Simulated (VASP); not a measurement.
A run of VASP 6.6.1:

The input INCAR:

```
SYSTEM = Li
  ALGO = Normal
  EDIFF = 1E-6
  ENCUT = 520
  GGA = PE
  ISIF = 2
  ISMEAR = 0
  LASPH = .True.
  LCHARG = .True.
  LELF = .True.
  LREAL = .False.
  LVHAR = .True.
  LWAVE = .False.
  NBANDS = 8
  NELM = 100
  PREC = Accurate
  SIGMA = 0.015
```

File KPOINTS:

```
k-points
0
Gamma
  11 11 11
  0 0 0
```

The input POSCAR:

```
Li
1.0
   -1.7546500000      1.7546500000      1.7546500000
    1.7546500000     -1.7546500000      1.7546500000
    1.7546500000      1.7546500000     -1.7546500000
Li
1
Direct
    0.0000000000      0.0000000000      0.0000000000
```

Potentials or basis: VASP PAW PBE potentials, release 64 (Li_sv).

Run with:

```bash
$ cat potpaw_PBE.64/Li_sv/POTCAR > POTCAR
$ mpirun -np 1 vasp_std > vasp.out
```

Hardware: 1 thread of Intel Xeon 8259CL (shared host).

How long does it take, and how much memory?

Wall time 6.8 s on 1 thread of Intel Xeon 8259CL, with other jobs on the host, peak memory 0.13 GiB. Counts: scf iterations 8, k points 56.
